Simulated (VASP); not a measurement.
Wanted: the native input for a VASP 6.6.1 run.

```
Task                   : single point
Functional             : revPBE
Potentials or basis    : VASP PAW PBE potentials, release 64 (Ba_sv)
Cutoff                 : 520 eV
k mesh                 : 8 × 8 × 8
Occupations            : fermi-dirac, width 0.1 eV
Spin                   : no spin polarisation
Dipole correction      : no
Further INCAR settings : ALGO = Normal; EDIFF = 1e-06; NBANDS = 11
```

The structure of Ba lies in POSCAR:

```
Ba
1.0
    4.0441372922      0.0000000000      0.0000000000
    0.0000000000      4.0441372922      0.0000000000
    0.0000000000      0.0000000000      4.0441372922
Ba
1
Direct
    0.0000000000      0.0000000000      0.0000000000
```

One way to write it, as run:

INCAR

```
PREC     = Accurate       # precision mode
ENCUT    = 520            # plane-wave cutoff, eV
EDIFF    = 1E-6           # SCF threshold, eV
ISMEAR   = -1             # smearing method
SIGMA    = 0.1            # smearing width, eV
LREAL    = F              # projectors in reciprocal space
LASPH    = T              # aspherical terms in the spheres
NELM     = 80             # most SCF steps
ALGO     = Normal         # electronic algorithm
ISIF     = 2              # what is computed and relaxed
LWAVE    = F              # write WAVECAR
LCHARG   = F              # write CHGCAR
GGA      = RE             # functional
NBANDS   = 11             # bands
```

KPOINTS

```
Automatic mesh
0
Gamma
  8 8 8
```

Potentials or basis: VASP PAW PBE potentials, release 64 (Ba_sv).

Launch:

```console
$ cat potpaw_PBE.64/Ba_sv/POTCAR > POTCAR
$ mpirun -np 1 vasp_std > vasp.out
```

It gave:

- Pressure: 0.1 GPa
- Band gap on the k mesh: zero (filled and empty bands touch)

Caveat: the PAW data sets were made with another functional, which shifts forces and pressure a little; spin-orbit coupling is left out, which moves the levels of the heavy elements.

Run time: 7.6 s on 1 thread of Intel(R) Xeon(R) 6975P-C (Granite Rapids), with other jobs on the host, peak memory 0.17 GiB.
